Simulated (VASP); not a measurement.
# Ti (P6/mmm) in VASP: notebook, part 2 of 2

VASP 6.6.1. The steps go on from the part before.

### Step 6. Single point, revPBE+U

INCAR reads:

```
ALGO = Normal
EDIFF = 1E-6
ENCUT = 500
GGA = RE
GGA_COMPAT = False
ISIF = 2
ISMEAR = 0
LASPH = True
LCHARG = False
LDAU = True
LDAUJ = 0
LDAUL = 2
LDAUPRINT = 1
LDAUTYPE = 2
LDAUU = 2
LMAXMIX = 4
LREAL = False
LWAVE = False
NBANDS = 25
NELM = 200
PREC = Accurate
SIGMA = 0.1
```

KPOINTS reads:

```
k-points
0
Gamma
  3 3 2
```

POSCAR reads:

```
Ti
1.0
    4.5673748306      0.0000000000      0.0000000000
   -2.2836874153      3.9554626319      0.0000000000
    0.0000000000      0.0000000000      2.8262442700
Ti
3
Direct
    0.0000000000      0.0000000000      0.0000000000
    0.3333333333      0.6666666667      0.5000000000
    0.6666666667      0.3333333333      0.5000000000
```

Potentials or basis: VASP PAW PBE potentials, release 64 (Ti_sv).

Run with:

```console
> cat potpaw_PBE.64/Ti_sv/POTCAR > POTCAR
> mpirun -np 1 vasp_std > vasp.out
```

OUTCAR:

```text
EDIFF = 1E-6
   ENCUT = 500
   GGA = RE
   ISIF = 2
   ISMEAR = 0
   LASPH = True
   LREAL = False
   NELM = 200
   PREC = Accurate

 ion  position               nearest neighbor table
   1  0.000  0.000  0.000-
   2  0.333  0.667  0.500-   3 2.64   3 2.64   3 2.64
   3  0.667  0.333  0.500-   2 2.64   2 2.64   2 2.64

  LATTYP: Found a hexagonal cell.
[... 444 lines left out ...]

------------------------ aborting loop because EDIFF is reached ----------------------------------------

  FORCE on cell =-STRESS in cart. coord.  units (eV):
  Direction    XX          YY          ZZ          XY          YZ          ZX
  --------------------------------------------------------------------------------------
  -------------------------------------------------------------------------------------
  Total        3.6502382      3.6502382     -4.2337238      0.0000000      0.0000000      0.0000000
  in kB      114.5402585    114.5402585   -132.8493609      0.0000000      0.0000000      0.0000000
  external PRESSURE =      32.0770520 kB  Pullay stress =       0.0000000 kB

 VOLUME and BASIS-vectors are now :
 -----------------------------------------------------------------------------
  energy-cutoff  :      500.00
  volume of cell :       51.06
      direct lattice vectors                 reciprocal lattice vectors
     4.567374831  0.000000000  0.000000000     0.218944150  0.126407464  0.000000000
    -2.283687415  3.955462632  0.000000000     0.000000000  0.252814928  0.000000000
     0.000000000  0.000000000  2.826244270     0.000000000  0.000000000  0.353826458

 POSITION                                       TOTAL-FORCE (eV/Angst)
 -----------------------------------------------------------------------------------
      0.00000      0.00000      0.00000        -0.000000      0.000000     -0.000000
     -0.00000      2.63698      1.41312         0.000000      0.000000      0.000000
      2.28369      1.31849      1.41312        -0.000000      0.000000     -0.000000
 -----------------------------------------------------------------------------------
    total drift:                                0.000000      0.000000     -0.000000

  FREE ENERGIE OF THE ION-ELECTRON SYSTEM (eV)
  ---------------------------------------------------
  free  energy   TOTEN  =       -18.3897784767 eV

  energy  without entropy=      -18.3586902474  energy(sigma->0) =      -18.37423436
```

OSZICAR:

```text
N       E                     dE             d eps       ncg     rms          rms(c)
DAV:   1     0.442245077728E+03    0.44225E+03   -0.18209E+04   300   0.175E+03
DAV:   2     0.276989974876E+02   -0.41455E+03   -0.40797E+03   302   0.518E+02
DAV:   3    -0.179657783601E+02   -0.45665E+02   -0.44967E+02   553   0.150E+02
DAV:   4    -0.217380440378E+02   -0.37723E+01   -0.37551E+01   430   0.381E+01
DAV:   5    -0.219226628053E+02   -0.18462E+00   -0.18453E+00   440   0.689E+00    0.155E+01
DAV:   6    -0.183214608973E+02    0.36012E+01   -0.12423E+01   366   0.342E+01    0.439E+00
DAV:   7    -0.188768246253E+02   -0.55536E+00   -0.62515E+00   478   0.203E+01    0.734E+00
DAV:   8    -0.183371475416E+02    0.53968E+00   -0.34543E+00   426   0.932E+00    0.277E+00
DAV:   9    -0.184073927999E+02   -0.70245E-01   -0.47232E-01   412   0.701E+00    0.109E+00
DAV:  10    -0.183892973297E+02    0.18095E-01   -0.97968E-02   369   0.276E+00    0.214E-01
DAV:  11    -0.183894483644E+02   -0.15103E-03   -0.58988E-03   438   0.514E-01    0.183E-01
DAV:  12    -0.183897770374E+02   -0.32867E-03   -0.10669E-03   396   0.239E-01    0.402E-02
DAV:  13    -0.183897723933E+02    0.46441E-05   -0.85119E-05   432   0.598E-02    0.377E-02
DAV:  14    -0.183897796278E+02   -0.72345E-05   -0.67983E-05   416   0.753E-02    0.111E-02
DAV:  15    -0.183897783926E+02    0.12353E-05   -0.74073E-06   347   0.185E-02    0.526E-03
DAV:  16    -0.183897784767E+02   -0.84124E-07   -0.52204E-07   216   0.692E-03
   1 F= -.18389778E+02 E0= -.18374234E+02  d E =-.310882E-01
```

stdout:

```text
POSCAR found type information on POSCAR Ti
 POSCAR found :  1 types and       3 ions
 scaLAPACK will be used
 -----------------------------------------------------------------------------
|                                                                             |
|                                                                             |
|     You enforced a specific xc type in the INCAR file but a different       |
|     I HOPE YOU KNOW WHAT YOU ARE DOING!                                     |
|                                                                             |
 -----------------------------------------------------------------------------

 LDA part: xc-table for (Slater+PW92), standard interpolation
 POSCAR, INCAR and KPOINTS ok, starting setup
 FFT: planning ... GRIDC
 FFT: planning ... GRID_SOFT
 FFT: planning ... GRID
 WAVECAR not read
 entering main loop
```

Wall time 22 s (1 thread of Intel Xeon 8259CL, shared host); peak memory 0.17 GiB.

Results:

| Item | Value |
| --- | --- |
| Free energy | -18.3898 eV |
| Pressure | 3.2 GPa |
| Band gap on the k mesh | zero (band 18 reaches 9.00 eV, above the bottom of band 19 at 8.84 eV) |

Stress tensor (GPa, compression positive):
```
 11.45   0.00   0.00
  0.00  11.45   0.00
  0.00   0.00 -13.28
```

Eigenvalues of the final occupation matrices:
```csv
site,spin,trace,eigenvalues
site 1 d,1,0.90,0.14 0.14 0.19 0.19 0.22
site 1 d,2,0.90,0.14 0.14 0.19 0.19 0.22
site 2 d,1,0.98,0.14 0.14 0.21 0.21 0.27
site 2 d,2,0.98,0.14 0.14 0.21 0.21 0.27
site 3 d,1,0.98,0.14 0.14 0.21 0.21 0.27
site 3 d,2,0.98,0.14 0.14 0.21 0.21 0.27
```

Caveat: the k points lie up to 1.11 Å⁻¹ apart; the PAW data sets were made with another functional, which shifts forces and pressure a little; U without spin polarisation on a metal has little footing; the U is typed as a test and isn't derived for this compound.

### Step 7. The runs side by side

```csv
level,potentials or basis,U,k mesh,smearing,gap on the mesh (eV),pressure (GPa)
PBE,"VASP PAW PBE potentials, release 64 (Ti_sv)",-,3 × 3 × 2,gaussian 0.1 eV,none,-3.9
PBE,"VASP PAW PBE potentials, release 64 (Ti_sv)",-,3 × 3 × 4,gaussian 0.1 eV,none,-0.1
LDA,"VASP PAW LDA potentials, release 64 (Ti_sv)",-,3 × 3 × 4,fermi-dirac 0.0073 eV,none,-8.6
revPBE+U,"VASP PAW PBE potentials, release 64 (Ti_sv)",Ti d U = 2.0 eV,3 × 3 × 2,gaussian 0.1 eV,none,3.2
```

Alike in all rows: task single point; no spin polarisation; cell as given; cutoff (eV) 500.

Caveats: all runs use coarse meshes; the PAW data sets were made with another functional, which shifts forces and pressure a little (some runs); U without spin polarisation on a metal has little footing (some runs); the U is typed as a test and isn't derived for this compound (some runs).

Absolute energies hang on the potentials; compare differences alone.
